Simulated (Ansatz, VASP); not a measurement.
# SrTe in VASP and in Ansatz

```
Sr Te
1.0
     0.00000    3.33599    3.33599
     3.33599    0.00000    3.33599
     3.33599    3.33599    0.00000
Sr Te
1 1
Direct
  0.00000 0.00000 0.00000
  0.50000 0.50000 0.50000
```

Change from the starting cell: hydrostatic strain -0.5%.

Alike in both runs: task single point; functional PBE; k mesh 6 × 6 × 6; occupations fermi-dirac, width 0.02 eV; no spin polarisation.

```csv
,VASP,Ansatz
version,VASP 6.6.1,Ansatz 0.2.0
potentials or method,"VASP PAW PBE potentials, release 64 (Sr_sv, Te)","plane waves, PAW"
plane-wave cutoff (eV),500,420
valence electrons in the cell,16,26
```

Ansatz gave:

| Quantity | Value |
| --- | --- |
| gap on the k mesh at the Fermi level (eV) | 1.73 |
| pressure (GPa) | 0.7 |

Task: What did VASP give for the same quantities?

Result: gap on the k mesh at the Fermi level (eV): 1.71; pressure (GPa): 0.8.

The functional is the same, so the differences come from potentials, cutoffs and numerics. VASP's potentials hold 16 valence electrons a cell and Ansatz's 26, so a difference there can come from the potentials and not from the codes.

Spin-orbit coupling is off throughout.
